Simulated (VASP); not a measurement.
# Ge (Fd-3m) in VASP: further runs

Ge is run at these levels: RPBE+D3(BJ), revPBE+D4; tasks: single point.

All numbers are computed with VASP 6.6.1; they aren't measurements. Logs are shortened: lines on timing, memory, paths and dates and some standing lists are left out, and cuts for length are marked.

**What was measured.**

From “Temperature-dependent photoluminescence in Ge: experiment and theory”, 2020, arxiv:2003.00143, for a bulk crystal of Ge at 0 K: band gap 0.744 eV (indirect).

The results are compared with them further down.

**1. The cell of the first run**

The structure is cubic, space group Fd-3m (No. 227). The conventional cell has a = 5.542 Å, b = 5.542 Å, c = 5.542 Å, α = 90.00°, β = 90.00°, γ = 90.00°. Ge (site symmetry -43m) has 4 Ge at 2.40 Å within 3.2 Å.

**2. Single point, RPBE+D3(BJ)**

Input file INCAR:

```
PREC     = Accurate       # precision mode
ENCUT    = 520            # plane-wave cutoff, eV
EDIFF    = 1E-6           # SCF threshold, eV
ISMEAR   = -1             # smearing method
SIGMA    = 0.05           # smearing width, eV
LREAL    = F              # projectors in reciprocal space
LASPH    = T              # aspherical terms in the spheres
NELM     = 80             # most SCF steps
ALGO     = Normal         # electronic algorithm
ISIF     = 2              # what is computed and relaxed
LWAVE    = F              # write WAVECAR
LCHARG   = T              # write CHGCAR
GGA      = RP             # functional
IVDW     = 12             # dispersion correction
LELF     = T              # ELF
LVHAR    = T            
NBANDS   = 21             # bands
```

Input file KPOINTS:

```
Automatic mesh
0
Gamma
  8 8 8
```

Input file POSCAR:

```
Ge
1.0
    0.0000000000      2.7711609388      2.7711609388
    2.7711609388      0.0000000000      2.7711609388
    2.7711609388      2.7711609388      0.0000000000
Ge
2
Direct
    0.7500000000      0.7500000000      0.7500000000
    0.5000000000      0.5000000000      0.5000000000
```

Potentials or basis: VASP PAW PBE potentials, release 64 (Ge_d).

On the command line:

```sh
$ cat potpaw_PBE.64/Ge_d/POTCAR > POTCAR
$ mpirun -np 1 vasp_std > vasp.out
```

OUTCAR:

```text
PREC = Accurate
   ENCUT = 520
   EDIFF = 1E-6
   ISMEAR = -1
   LREAL = F
   LASPH = T
   NELM = 80
   ISIF = 2
   GGA = RP
   IVDW = 12
 IVDW          = 12

 ion  position               nearest neighbor table
   1  0.750  0.750  0.750-   2 2.40   2 2.40   2 2.40   2 2.40
   2  0.500  0.500  0.500-   1 2.40   1 2.40   1 2.40   1 2.40

  LATTYP: Found a face centered cubic cell.
 ALAT       =     5.5423218776

  Lattice vectors:

 A1 = (   0.0000000000,   2.7711609388,   2.7711609388)
 A2 = (   2.7711609388,   0.0000000000,   2.7711609388)
 A3 = (   2.7711609388,   2.7711609388,   0.0000000000)

Analysis of symmetry for initial positions (statically):
=====================================================================
 Subroutine PRICEL returns:
 Original cell was already a primitive cell.

 Routine SETGRP: Setting up the symmetry group for a
 face centered cubic supercell.

 Subroutine GETGRP returns: Found 48 space group operations
 (whereof 24 operations were pure point group operations)
 out of a pool of 48 trial point group operations.

The static configuration has the point symmetry T_d .
 The point group associated with its full space group is O_h .

Analysis of symmetry for dynamics (positions and initial velocities):
=====================================================================
 Subroutine PRICEL returns:
 Original cell was already a primitive cell.

 Routine SETGRP: Setting up the symmetry group for a
 face centered cubic supercell.

 Subroutine GETGRP returns: Found 48 space group operations
 (whereof 24 operations were pure point group operations)
 out of a pool of 48 trial point group operations.

The dynamic configuration has the point symmetry T_d .
 The point group associated with its full space group is O_h .

 Subroutine INISYM returns: Found 48 space group operations
 (whereof 24 operations are pure point group operations),
 and found     1 'primitive' translations

----------------------------------------------------------------------------------------

                                     Primitive cell

  volume of cell :      42.5613

  direct lattice vectors                    reciprocal lattice vectors
     0.000000000  2.771160939  2.771160939    -0.180429795  0.180429795  0.180429795
     2.771160939  0.000000000  2.771160939     0.180429795 -0.180429795  0.180429795
     2.771160939  2.771160939  0.000000000     0.180429795  0.180429795 -0.180429795

  length of vectors
     3.919013383  3.919013383  3.919013383     0.312513572  0.312513572  0.312513572

  position of ions in fractional coordinates (direct lattice)
     0.750000000  0.750000000  0.750000000
     0.500000000  0.500000000  0.500000000

  ion indices of the primitive-cell ions
   primitive index   ion index
                 1           1
                 2           2

----------------------------------------------------------------------------------------

 KPOINTS: Automatic mesh

Automatic generation of k-mesh.
 Grid dimensions read from file:
 generate k-points for:    8    8    8

 Generating k-lattice:

  Cartesian coordinates                     Fractional coordinates (reciprocal lattice)
    -0.022553724  0.022553724  0.022553724     0.125000000  0.000000000  0.000000000
     0.022553724 -0.022553724  0.022553724     0.000000000  0.125000000  0.000000000
     0.022553724  0.022553724 -0.022553724     0.000000000  0.000000000  0.125000000

  Length of vectors
     0.039064197  0.039064197  0.039064197

  Shift w.r.t. Gamma in fractional coordinates (k-lattice)
     0.000000000  0.000000000  0.000000000

 Subroutine IBZKPT returns following result:
 ===========================================

 Found     29 irreducible k-points:

 Following reciprocal coordinates:
            Coordinates               Weight
  0.000000  0.000000  0.000000      1.000000
  0.125000  0.000000  0.000000      8.000000
  0.250000  0.000000  0.000000      8.000000
  0.375000  0.000000  0.000000      8.000000
  0.500000  0.000000  0.000000      4.000000
  0.125000  0.125000  0.000000      6.000000
[... 16 lines left out ...]
  0.500000  0.250000  0.125000     48.000000
 -0.375000  0.250000  0.125000     24.000000
 [... further k-points ...]
   k-points           NKPTS =     29   k-points in BZ     NKDIM =     29   number of bands    NBANDS=     21
   number of dos      NEDOS =    301   number of ions     NIONS =      2
   total plane-waves  NPLWV =  27000
   dimension x,y,z NGX =    30 NGY =   30 NGZ =   30
   dimension x,y,z NGXF=    60 NGYF=   60 NGZF=   60
   ions per type =               2
   NGX,Y,Z   is equivalent  to a cutoff of  12.73, 12.73, 12.73 a.u.
   NGXF,Y,Z  is equivalent  to a cutoff of  25.45, 25.45, 25.45 a.u.
 SYSTEM =  unknown system
   PREC   = accura    normal or accurate (medium, high low for compatibility)
   ISTART =      0    job   : 0-new  1-cont  2-samecut
   ICHARG =      2    charge: 1-file 2-atom 10-const
   ISPIN  =      1    spin polarized calculation?
   LNONCOLLINEAR =      F non collinear calculations
   LSORBIT =      F    spin-orbit coupling
   LASPH  =      T    aspherical Exc in radial PAW
   ENCUT  =  520.0 eV  38.22 Ry    6.18 a.u.   7.29  7.29  7.29*2*pi/ulx,y,z
   NELM   =     80;   NELMIN=  2; NELMDL= -5     # of ELM steps
   EDIFF  = 0.1E-05   stopping-criterion for ELM
   LREAL  =      F    real-space projection
   EDIFFG = 0.1E-04   stopping-criterion for IOM
   NSW    =      0    number of steps for IOM
   IBRION =     -1    ionic relax: 0-MD 1-quasi-New 2-CG
   NFREE  =      0    steps in history (QN), initial steepest desc. (CG)
   ISIF   =      2    stress and relaxation
   ISYM   =      2    0-nonsym 1-usesym 2-fastsym
   POTIM  = 0.5000    time-step for ionic-motion
   TEBEG  =    0.0;   TEEND  =   0.0 temperature during run
   PSTRESS=    0.0 pullay stress
   NELECT =      28.0000    total number of electrons
   NUPDOWN=      -1.0000    fix difference up-down
   EMIN   =  10.00;   EMAX   =-10.00  energy-range for DOS
   EFERMI =   0.00;   METHOD = LEGACY
   ISMEAR =    -1;   SIGMA  =   0.05  broadening in eV -4-tet -1-fermi 0-gaus
   EFERMI_NEDOS =   21; number of points for ismear=-14 and -15
   IALGO  =     38    algorithm
   IMIX   =      4    mixing-type and parameters
     AMIX     =   0.40;   BMIX     =  1.00
     AMIX_MAG =   1.60;   BMIX_MAG =  1.00
  volume/ion in A,a.u.               =      21.28       143.61
  Fermi-wavevector in a.u.,A,eV,Ry     =   1.423822  2.690634 27.582678  2.027270
  Thomas-Fermi vector in A             =   2.544379
   LORBIT       =      0    0 simple, 1 ext, 2 COOP (PROOUT), +10 PAW based schemes
   GGA     = RP    functional components
   LHFCALC =     F    Hartree Fock is set to
   AEXX    =    0.0000 exact exchange contribution
   IVDW    =    12    specifies the selected vdW correction
   LEPSILON=     F    determine dielectric tensor
   LRPA    =     F    only Hartree local field effects (RPA)
 non-spin polarized calculation
  energy-cutoff  :      520.00
  volume of cell :       42.56
 maximum number of plane-waves:      1162
 NGX is ok and might be reduce to    30
   NGX = 15   NGY = 15   NGZ = 15

 number of electron      27.9999991 magnetization

 Free energy of the ion-electron system (eV)
  ---------------------------------------------------
  ext. energy  EPLUGINS =         0.00000000
  ---------------------------------------------------
  free energy    TOTEN  =        -8.16188707 eV

  energy without entropy =       -8.16179533  energy(sigma->0) =       -8.16184120

 E-fermi :   5.9441     XC(G=0): -10.0546

 val. band max:        5.7278861140   @ k =   0.0000   0.0000   0.0000
 cond. band min:       6.1908917473   @ k =   0.5000   0.0000   0.0000
 fundamental gap:      0.4630056333
 Fermi energy:         5.9441368042

 k-point     1 :       0.0000    0.0000    0.0000
  band No.  band energies     occupation
      1     -19.2115      2.00000
      2     -19.2115      2.00000
      3     -19.2115      2.00000
      4     -19.1707      2.00000
      5     -19.1707      2.00000
      6     -18.9253      2.00000
[... 13 lines left out ...]
     20      15.3315      0.00000
     21      15.3315      0.00000

 k-point     2 :       0.1250    0.0000    0.0000
  band No.  band energies     occupation
      1     -19.2211      2.00000
      2     -19.2211      2.00000
      3     -19.2086      2.00000
      4     -19.1571      2.00000
      5     -19.1571      2.00000
      6     -18.9378      2.00000
[... 13 lines left out ...]
     20      14.3995      0.00000
     21      14.3995      0.00000

 k-point     3 :       0.2500    0.0000    0.0000
  band No.  band energies     occupation
      1     -19.2328      2.00000
      2     -19.2328      2.00000
      3     -19.2016      2.00000
      4     -19.1369      2.00000
      5     -19.1369      2.00000
      6     -18.9531      2.00000
[... 13 lines left out ...]
     20      14.1606      0.00000
     21      14.1606      0.00000

 k-point     4 :       0.3750    0.0000    0.0000
  band No.  band energies     occupation
      1     -19.2384      2.00000
      2     -19.2384      2.00000
      3     -19.1946      2.00000
      4     -19.1249      2.00000
      5     -19.1249      2.00000
      6     -18.9607      2.00000
[... 13 lines left out ...]
     20      15.4431      0.00000
     21      15.4431      0.00000

 k-point     5 :       0.5000    0.0000    0.0000
  band No.  band energies     occupation
      1     -19.2396      2.00000
      2     -19.2396      2.00000
      3     -19.1916      2.00000
      4     -19.1218      2.00000
      5     -19.1218      2.00000
      6     -18.9623      2.00000
[... 13 lines left out ...]
     20      17.3158      0.00000
     21      17.3158      0.00000
[... 382 lines left out ...]
     20      18.1027      0.00000
     21      18.9349      0.00000

 k-point    22 :       0.3750    0.2500    0.1250
  band No.  band energies     occupation
      1     -19.2452      2.00000
      2     -19.2416      2.00000
      3     -19.1927      2.00000
      4     -19.1280      2.00000
      5     -19.0940      2.00000
      6     -19.0141      2.00000
[... 13 lines left out ...]
     20      16.3122      0.00000
     21      16.5026      0.00000

 k-point    23 :       0.5000    0.2500    0.1250
  band No.  band energies     occupation
      1     -19.2586      2.00000
      2     -19.2494      2.00000
      3     -19.1675      2.00000
      4     -19.1106      2.00000
      5     -19.0792      2.00000
      6     -19.0238      2.00000
[... 13 lines left out ...]
     20      15.7994      0.00000
     21      17.6513      0.00000

 k-point    24 :      -0.3750    0.2500    0.1250
  band No.  band energies     occupation
      1     -19.2647      2.00000
      2     -19.2509      2.00000
      3     -19.1562      2.00000
      4     -19.0978      2.00000
      5     -19.0811      2.00000
      6     -19.0176      2.00000
[... 13 lines left out ...]
     20      16.9736      0.00000
     21      17.6425      0.00000

 [... further k-points ...]

------------------------ aborting loop because EDIFF is reached ----------------------------------------

 Edisp (eV)   -2.71089

 E8    (eV) :    -1.7215

  FORCE on cell =-STRESS in cart. coord.  units (eV):
  Direction    XX          YY          ZZ          XY          YZ          ZX
  --------------------------------------------------------------------------------------
  -------------------------------------------------------------------------------------
  Total      -0.13039    -0.13039    -0.13039    -0.00000    -0.00000    -0.00000
  in kB      -4.90857    -4.90857    -4.90857    -0.00000    -0.00000    -0.00000
  external pressure =       -4.91 kB  Pullay stress =        0.00 kB

 VOLUME and BASIS-vectors are now :
 -----------------------------------------------------------------------------
  energy-cutoff  :      520.00
  volume of cell :       42.56
      direct lattice vectors                 reciprocal lattice vectors
     0.000000000  2.771160939  2.771160939    -0.180429795  0.180429795  0.180429795
     2.771160939  0.000000000  2.771160939     0.180429795 -0.180429795  0.180429795
     2.771160939  2.771160939  0.000000000     0.180429795  0.180429795 -0.180429795

 POSITION                                       TOTAL-FORCE (eV/Angst)
 -----------------------------------------------------------------------------------
      4.15674      4.15674      4.15674         0.000000      0.000000      0.000000
      2.77116      2.77116      2.77116        -0.000000     -0.000000     -0.000000
 -----------------------------------------------------------------------------------
    total drift:                                0.000000     -0.000000     -0.000000

  FREE ENERGIE OF THE ION-ELECTRON SYSTEM (eV)
  ---------------------------------------------------
  free  energy   TOTEN  =       -10.8727801289 eV

  energy  without entropy=      -10.8726883865  energy(sigma->0) =      -10.87273426
```

Run time: 19 s. Hardware: 1 thread of Intel Xeon 6975P-C, shared host; peak memory 0.18 GiB.

What came out:

```yaml
Free_energy: -10.8728 eV
Pressure: -0.5 GPa
Band_gap_on_the_k_mesh: 0.46 eV, indirect (least direct gap 0.73 eV)
Dispersion_energy_per_atom: -1.355 eV
```

Caveat: the PAW data sets were made with another functional, which shifts forces and pressure a little.

[end of part 1 of 2]
